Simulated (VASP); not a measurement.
Input of a VASP 6.6.1 run:

Contents of INCAR:

```
SYSTEM = ZrB2
PREC = Accurate
ENCUT = 520
EDIFF = 1E-8
ISMEAR = -1
SIGMA = 0.05
LREAL = .False.
LASPH = .True.
NELM = 60
ALGO = Normal
ISIF = 2
LWAVE = .False.
LCHARG = .False.
LEFG = .True.
NBANDS = 16
```

KPOINTS

```
Automatic mesh
0
Gamma
  12 12 9
  0 0 0
```

POSCAR

```
ZrB2
1.0
    3.2270744050      0.0000000000      0.0000000000
   -1.6135372026      2.7947284147      0.0000000000
    0.0000000000      0.0000000000      3.5890371349
Zr B
1 2
Direct
    0.0000000000      0.0000000000      0.0000000000
    0.3333333333      0.6666666667      0.5000000000
    0.6666666667      0.3333333333      0.5000000000
```

Potentials or basis: VASP PAW LDA potentials, release 64 (Zr_sv, B).

Command:

```console
$ cat potpaw_LDA.64/Zr_sv/POTCAR potpaw_LDA.64/B/POTCAR > POTCAR
$ mpirun -np 1 vasp_std > vasp.out
```

(1) Estimate the pressure.

(2) What does it give for the band gap on the k mesh?

Answers

(1) -19.0 GPa.

(2) zero (band 9 reaches 10.58 eV, above the bottom of band 10 at 9.39 eV).

Caveat: without QUAD_EFG the Cq values of the log hold for a quadrupole moment of 1 mb, not for the nuclei.
